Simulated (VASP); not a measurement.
# AgCl (Pm-3m) in VASP: a series of runs

Runs on AgCl. Level: PBEsol. Tasks: single point.

Program: VASP 6.6.1. These are calculated values, not measurements. Logs are shortened: lines on timing, memory, paths and dates and some standing lists are left out, and cuts for length are marked.

**1. The cell of the first run**

Symmetry: Pm-3m, No. 221, cubic system. The conventional cell has a = 3.364 Å, b = 3.364 Å, c = 3.364 Å, α = 90.00°, β = 90.00°, γ = 90.00°. Ag (site symmetry m-3m) has 8 Cl at 2.91 Å and 6 Ag at 3.36 Å within 3.8 Å. Within 3.8 Å of Cl (site symmetry m-3m) lie 8 Ag at 2.91 Å and 6 Cl at 3.36 Å.

**2. Single point, PBEsol**

INCAR reads:

```
PREC     = Accurate       # precision mode
ENCUT    = 500            # plane-wave cutoff, eV
EDIFF    = 1E-6           # SCF threshold, eV
ISMEAR   = 0              # smearing method
SIGMA    = 0.01           # smearing width, eV
LREAL    = F              # projectors in reciprocal space
LASPH    = T              # aspherical terms in the spheres
NELM     = 120            # most SCF steps
ALGO     = Normal         # electronic algorithm
ISIF     = 2              # what is computed and relaxed
LWAVE    = F              # write WAVECAR
LCHARG   = F              # write CHGCAR
GGA      = PS             # functional
NBANDS   = 16             # bands
GGA_COMPAT= F
```

KPOINTS reads:

```
regular mesh
0
Gamma
  5 5 5
```

POSCAR reads:

```
AgCl
1.0
    3.3638722485      0.0000000000      0.0000000000
    0.0000000000      3.3638722485      0.0000000000
    0.0000000000      0.0000000000      3.3638722485
Ag Cl
1 1
Direct
    0.0000000000      0.0000000000      0.0000000000
    0.5000000000      0.5000000000      0.5000000000
```

Potentials or basis: VASP PAW PBE potentials, release 64 (Ag, Cl).

Started as:

```
cat potpaw_PBE.64/Ag/POTCAR potpaw_PBE.64/Cl/POTCAR > POTCAR
mpirun -np 1 vasp_std > vasp.out
```

OUTCAR:

```text
PREC = Accurate
   ENCUT = 500
   EDIFF = 1E-6
   ISMEAR = 0
   LREAL = F
   LASPH = T
   NELM = 120
   ISIF = 2
   GGA = PS

 ion  position               nearest neighbor table
   1  0.000  0.000  0.000-   2 2.91   2 2.91   2 2.91   2 2.91   2 2.91   2 2.91   2 2.91   2 2.91

   2  0.500  0.500  0.500-   1 2.91   1 2.91   1 2.91   1 2.91   1 2.91   1 2.91   1 2.91   1 2.91

  LATTYP: Found a simple cubic cell.
 ALAT       =     3.3638722485

  Lattice vectors:

 A1 = (   3.3638722485,   0.0000000000,   0.0000000000)
 A2 = (   0.0000000000,   3.3638722485,   0.0000000000)
 A3 = (   0.0000000000,   0.0000000000,   3.3638722485)

Analysis of symmetry for initial positions (statically):
=====================================================================
 Subroutine PRICEL returns:
 Original cell was already a primitive cell.

 Routine SETGRP: Setting up the symmetry group for a
 simple cubic supercell.

 Subroutine GETGRP returns: Found 48 space group operations
 (whereof 48 operations were pure point group operations)
 out of a pool of 48 trial point group operations.

The static configuration has the point symmetry O_h .

Analysis of symmetry for dynamics (positions and initial velocities):
=====================================================================
 Subroutine PRICEL returns:
 Original cell was already a primitive cell.

 Routine SETGRP: Setting up the symmetry group for a
 simple cubic supercell.

 Subroutine GETGRP returns: Found 48 space group operations
 (whereof 48 operations were pure point group operations)
 out of a pool of 48 trial point group operations.

The dynamic configuration has the point symmetry O_h .

 Subroutine INISYM returns: Found 48 space group operations
 (whereof 48 operations are pure point group operations),
 and found     1 'primitive' translations

----------------------------------------------------------------------------------------

                                     Primitive cell

  volume of cell :      38.0644

  direct lattice vectors                    reciprocal lattice vectors
     3.363872248  0.000000000  0.000000000     0.297276450  0.000000000  0.000000000
     0.000000000  3.363872248  0.000000000     0.000000000  0.297276450  0.000000000
     0.000000000  0.000000000  3.363872248     0.000000000  0.000000000  0.297276450

  length of vectors
[... 65 lines left out ...]
   ENCUT  =  500.0 eV  36.75 Ry    6.06 a.u.   6.13  6.13  6.13*2*pi/ulx,y,z
   NELM   =    120;   NELMIN=  2; NELMDL= -5     # of ELM steps
   EDIFF  = 0.1E-05   stopping-criterion for ELM
   LREAL  =      F    real-space projection
   EDIFFG = 0.1E-04   stopping-criterion for IOM
   NSW    =      0    number of steps for IOM
   IBRION =     -1    ionic relax: 0-MD 1-quasi-New 2-CG
   NFREE  =      0    steps in history (QN), initial steepest desc. (CG)
   ISIF   =      2    stress and relaxation
   ISYM   =      2    0-nonsym 1-usesym 2-fastsym
   POTIM  = 0.5000    time-step for ionic-motion
   TEBEG  =    0.0;   TEEND  =   0.0 temperature during run
   PSTRESS=    0.0 pullay stress
   NELECT =      18.0000    total number of electrons
   NUPDOWN=      -1.0000    fix difference up-down
   EMIN   =  10.00;   EMAX   =-10.00  energy-range for DOS
   EFERMI =   0.00;   METHOD = LEGACY
   ISMEAR =     0;   SIGMA  =   0.01  broadening in eV -4-tet -1-fermi 0-gaus
   EFERMI_NEDOS =   21; number of points for ismear=-14 and -15
   IALGO  =     38    algorithm
   IMIX   =      4    mixing-type and parameters
     AMIX     =   0.40;   BMIX     =  1.00
     AMIX_MAG =   1.60;   BMIX_MAG =  1.00
  volume/ion in A,a.u.               =      19.03       128.44
  Fermi-wavevector in a.u.,A,eV,Ry     =   1.275438  2.410229 22.133185  1.626743
  Thomas-Fermi vector in A             =   2.408151
   LORBIT       =      0    0 simple, 1 ext, 2 COOP (PROOUT), +10 PAW based schemes
   GGA     = PS    functional components
   LHFCALC =     F    Hartree Fock is set to
   AEXX    =    0.0000 exact exchange contribution
   IVDW    =     0    specifies the selected vdW correction
   LEPSILON=     F    determine dielectric tensor
   LRPA    =     F    only Hartree local field effects (RPA)
 non-spin polarized calculation
 Gauss-broadening in eV      SIGMA  =   0.01
  energy-cutoff  :      500.00
  volume of cell :       38.06
 maximum number of plane-waves:       978
 NGX is ok and might be reduce to    28
   NGX = 13   NGY = 13   NGZ = 13

 number of electron      17.9999996 magnetization

 Free energy of the ion-electron system (eV)
  ---------------------------------------------------
  ext. energy  EPLUGINS =         0.00000000
  ---------------------------------------------------
  free energy    TOTEN  =        -5.80687210 eV

  energy without entropy =       -5.80687210  energy(sigma->0) =       -5.80687210

 E-fermi :   4.5952     XC(G=0): -10.9474

 val. band max:        4.4743674686   @ k =   0.4000   0.0000   0.0000
 cond. band min:       5.0187685201   @ k =   0.0000   0.0000   0.0000
 fundamental gap:      0.5444010515
 Fermi energy:         4.5951744993

 k-point     1 :       0.0000    0.0000    0.0000
  band No.  band energies     occupation
      1     -10.3813      2.00000
      2       1.5497      2.00000
      3       1.5497      2.00000
      4       2.6410      2.00000
      5       2.6410      2.00000
      6       2.6410      2.00000
[... 167 lines left out ...]
      3      -0.0330      2.00000
      4       0.2285      2.00000
      5       2.8216      2.00000
      6       2.8216      2.00000
[... 8 lines left out ...]
     15      20.3647      0.00000
     16      20.7226      0.00000

------------------------ aborting loop because EDIFF is reached ----------------------------------------

  FORCE on cell =-STRESS in cart. coord.  units (eV):
  Direction    XX          YY          ZZ          XY          YZ          ZX
  --------------------------------------------------------------------------------------
  -------------------------------------------------------------------------------------
  Total       -0.4299532     -0.4299532     -0.4299532     -0.0000000      0.0000000     -0.0000000
  in kB      -18.0972809    -18.0972809    -18.0972809     -0.0000000      0.0000000     -0.0000000
  external PRESSURE =     -18.0972809 kB  Pullay stress =       0.0000000 kB

 VOLUME and BASIS-vectors are now :
 -----------------------------------------------------------------------------
  energy-cutoff  :      500.00
  volume of cell :       38.06
      direct lattice vectors                 reciprocal lattice vectors
     3.363872248  0.000000000  0.000000000     0.297276450  0.000000000  0.000000000
     0.000000000  3.363872248  0.000000000     0.000000000  0.297276450  0.000000000
     0.000000000  0.000000000  3.363872248     0.000000000  0.000000000  0.297276450

 POSITION                                       TOTAL-FORCE (eV/Angst)
 -----------------------------------------------------------------------------------
      0.00000      0.00000      0.00000         0.000000      0.000000      0.000000
      1.68194      1.68194      1.68194         0.000000      0.000000      0.000000
 -----------------------------------------------------------------------------------
    total drift:                               -0.000000      0.000000      0.000000

  FREE ENERGIE OF THE ION-ELECTRON SYSTEM (eV)
  ---------------------------------------------------
  free  energy   TOTEN  =        -5.8068721018 eV

  energy  without entropy=       -5.8068721018  energy(sigma->0) =       -5.80687210
```

Run time: 6.4 s. Hardware: 1 thread of AMD EPYC 7R13 (Zen 3), shared host; peak memory 0.12 GiB.

Results:

```
Free energy            : -5.8069 eV
Pressure               : -1.8 GPa
Band gap on the k mesh : 0.54 eV (least direct gap 2.15 eV)
```

Caveat: semilocal functionals underestimate gaps, and a narrow one can read as zero; the PAW data sets were made with another functional, which shifts forces and pressure a little; an odd mesh through Γ misses points on the zone boundary, where band edges can lie.

**3. Single point, PBEsol**

This run uses another cell than the first one, of 21.06 Å³/atom.

INCAR reads:

```
SYSTEM = AgCl
  PREC = Accurate
  ENCUT = 500
  EDIFF = 1E-6
  ISMEAR = 0
  SIGMA = 0.01
  LREAL = .False.
  LASPH = .True.
  NELM = 120
  ALGO = Normal
  ISIF = 2
  LWAVE = .False.
  LCHARG = .False.
  GGA = PS
  NBANDS = 16
  GGA_COMPAT = .False.
```

KPOINTS reads:

```
regular mesh
0
Gamma
  5 5 5
  0 0 0
```

POSCAR reads:

```
AgCl
1.0
    3.4791620374      0.0000000000      0.0000000000
    0.0000000000      3.4791620374      0.0000000000
    0.0000000000      0.0000000000      3.4791620374
Ag Cl
1 1
Direct
    0.0000000000      0.0000000000      0.0000000000
    0.5000000000      0.5000000000      0.5000000000
```

Potentials or basis: VASP PAW PBE potentials, release 64 (Ag, Cl).

Started as:

```
cat potpaw_PBE.64/Ag/POTCAR potpaw_PBE.64/Cl/POTCAR > POTCAR
mpirun -np 1 vasp_std > vasp.out
```

Run time: 6.5 s. Hardware: 1 thread of AMD EPYC 7R13 (Zen 3), shared host; peak memory 0.12 GiB.

Results (log left out):

```yaml
Free_energy: -5.7046 eV
Pressure: -5.9 GPa
Band_gap_on_the_k_mesh: 0.50 eV (least direct gap 1.80 eV)
```

Levels at points of the mesh, in eV from the valence-band top:
| k point | band 5 | band 6 | band 7 | band 8 | band 9 | band 10 | band 11 | band 12 | band 13 | band 14 |
| --- | --- | --- | --- | --- | --- | --- | --- | --- | --- | --- |
| (0.00, 0.00, 0.00) | -1.63 | -1.63 | -1.30 | -1.30 | -1.30 | 0.50 | 9.43 | 9.43 | 13.30 | 13.30 |

Caveat: the cell stands under tension; semilocal functionals underestimate gaps, and a narrow one can read as zero; the PAW data sets were made with another functional, which shifts forces and pressure a little; an odd mesh through Γ misses points on the zone boundary, where band edges can lie.

**4. Single point, PBEsol**

This run uses another cell than the first one, of 21.46 Å³/atom.

INCAR reads:

```
SYSTEM = AgCl
PREC = Accurate
ENCUT = 500
EDIFF = 1E-6
ISMEAR = 0
SIGMA = 0.01
LREAL = .False.
LASPH = .True.
NELM = 120
ALGO = Normal
ISIF = 2
LWAVE = .False.
LCHARG = .False.
GGA = PS
NBANDS = 16
GGA_COMPAT = .False.
```

KPOINTS is that of step 3.

POSCAR reads:

```
AgCl
1.0
    3.5013229027      0.0000000000      0.0000000000
    0.0000000000      3.5013229027      0.0000000000
    0.0000000000      0.0000000000      3.5013229027
Ag Cl
1 1
Direct
    0.0000000000      0.0000000000      0.0000000000
    0.5000000000      0.5000000000      0.5000000000
```

Started as:

```
cat potpaw_PBE.64/Ag/POTCAR potpaw_PBE.64/Cl/POTCAR > POTCAR
mpirun -np 1 vasp_std > vasp.out
```

Run time: 6.5 s. Hardware: 1 thread of AMD EPYC 7R13 (Zen 3), shared host; peak memory 0.12 GiB.

The run converged. Its results:

* Free energy: -5.6736 eV
* Pressure: -6.5 GPa
* Band gap on the k mesh: 0.49 eV (least direct gap 1.74 eV)

Levels at points of the mesh, in eV from the valence-band top:
```tsv
k point	band 6	band 7	band 8	band 9	band 10	band 11	band 12	band 13
(0.00, 0.00, 0.00)	-1.60	-1.25	-1.25	-1.25	0.49	9.44	9.44	13.16
```

Caveat: the cell stands under tension; semilocal functionals underestimate gaps, and a narrow one can read as zero; the PAW data sets were made with another functional, which shifts forces and pressure a little; an odd mesh through Γ misses points on the zone boundary, where band edges can lie.

**5. The runs side by side**

```csv
cell,gap on the mesh (eV),pressure (GPa)
"a = 3.364 Å, 2 atoms",0.54,-1.8
"a = 3.479 Å, 2 atoms",0.50,-5.9
"a = 3.501 Å, 2 atoms",0.49,-6.5
```

Alike in all rows: task single point; level PBEsol; potentials or basis VASP PAW PBE potentials, release 64 (Ag, Cl); no spin polarisation; k mesh 5 × 5 × 5; cutoff (eV) 500; smearing gaussian 0.01 eV.

Caveats: semilocal functionals underestimate gaps, and a narrow one can read as zero; the PAW data sets were made with another functional, which shifts forces and pressure a little; an odd mesh through Γ misses points on the zone boundary, where band edges can lie; the cell stands under tension (at least some runs).

Absolute energies hang on the potentials; compare differences alone.
